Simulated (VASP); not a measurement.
Nb, 1 atom in the cell. Symmetry: Fm-3m, No. 225, cubic system. Conventional cell: a = 4.135 Å, b = 4.135 Å, c = 4.135 Å, α = 90.00°, β = 90.00°, γ = 90.00°. Nb (site symmetry m-3m) has 12 Nb at 2.92 Å within 3.9 Å. 

- Program: VASP 6.6.1
- Task: relaxation of cell and atoms
- Functional: LDA
- Potentials or basis: VASP PAW LDA potentials, release 64 (Nb_sv)
- Cutoff: 600 eV
- k mesh: 18 × 18 × 18
- Occupations: gaussian, width 0.1 eV
- Spin: no spin polarisation
- Dipole correction: no
- Further INCAR settings: ALGO = Normal; EDIFF = 1e-06; IBRION = 2; EDIFFG = -0.005; NSW = 100; ISIF = 3

Potentials or basis: VASP PAW LDA potentials, release 64 (Nb_sv).

Command:

```sh
$ cat potpaw_LDA.64/Nb_sv/POTCAR > POTCAR
$ mpirun -np 1 vasp_std > vasp.out
```

Hardware: 1 thread of Intel(R) Xeon(R) Platinum 8375C CPU @ 2.90GHz (Ice Lake), on a shared host.

Question: How long does it take, and how much memory?

Answer: It took 42 s on 1 thread of Intel(R) Xeon(R) Platinum 8375C CPU @ 2.90GHz (Ice Lake) (shared host), peak memory 0.16 GiB. Counts: scf iterations 26, k points 195, ion steps 3.
